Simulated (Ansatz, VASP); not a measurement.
This is a calculation of Mo for VASP 6.6.1.

INCAR

```
PREC = Accurate ; ENCUT = 520
EDIFF = 1E-6 ; ISMEAR = -1
SIGMA = 0.05 ; LREAL = False
LASPH = True ; NELM = 150
ALGO = Fast ; ISIF = 2
LWAVE = False ; LCHARG = True
LNONCOLLINEAR = True ; MAGMOM = 0 0 0
LORBIT = 11 ; LSORBIT = True
GGA_COMPAT = False ; LORBMOM = True
LMAXMIX = 4 ; GGA = PS
LVHAR = True ; NBANDS = 25
```

Contents of KPOINTS:

```
Automatic mesh
0
Gamma
  12 12 12
```

POSCAR

```
Mo
1.0
   -1.5514772677      1.5514772677      1.5514772677
    1.5514772677     -1.5514772677      1.5514772677
    1.5514772677      1.5514772677     -1.5514772677
Mo
1
Direct
    0.0000000000      0.0000000000      0.0000000000
```

Potentials or basis: VASP PAW PBE potentials, release 64 (Mo_sv).

Run with:

```bash
$ cat potpaw_PBE.64/Mo_sv/POTCAR > POTCAR
$ mpirun -np 1 vasp_ncl > vasp.out
```

**Question.** Translate it to Ansatz 0.2.0. Potentials there: Ansatz PAW.

**Answer.** As run (the cutoff follows the program's own potentials):

input.yaml

```yaml
crystal:
  lattice:
    - [-1.5514772677, 1.5514772677, 1.5514772677]
    - [1.5514772677, -1.5514772677, 1.5514772677]
    - [1.5514772677, 1.5514772677, -1.5514772677]
  atoms:
    - { symbol: Mo, position: [0.0, 0.0, 0.0] }
hamiltonian:
  xc: pbesol
  pseudopotentials: { kind: paw_fr }
magnetization:
  noncollinear: true
  spin_orbit: true
kpoints:
  mp_grid: { grid: [12, 12, 12] }
scf:
  occupations: { method: fermi_dirac, width: 0.05 }
output:
  forces: true
  stress: true
  eigenvalues: true
```

Potentials or basis: Ansatz PAW.

Launch:

```console
$ ansatz run input.yaml --threads 2 --pin off --max-ram 5120MiB --backend cpu --events-out ev --progress --plain --runs-dir out
```

Both were run:

|  | VASP | Ansatz | Ansatz less VASP |
| --- | --- | --- | --- |
| pressure (GPa) | 8.2 | 7.6 | -0.62 |
| net moment per atom (μB) | 0.00 | 0.00 | 0.000 |

VASP's potentials were made for PBE, not for PBEsol.
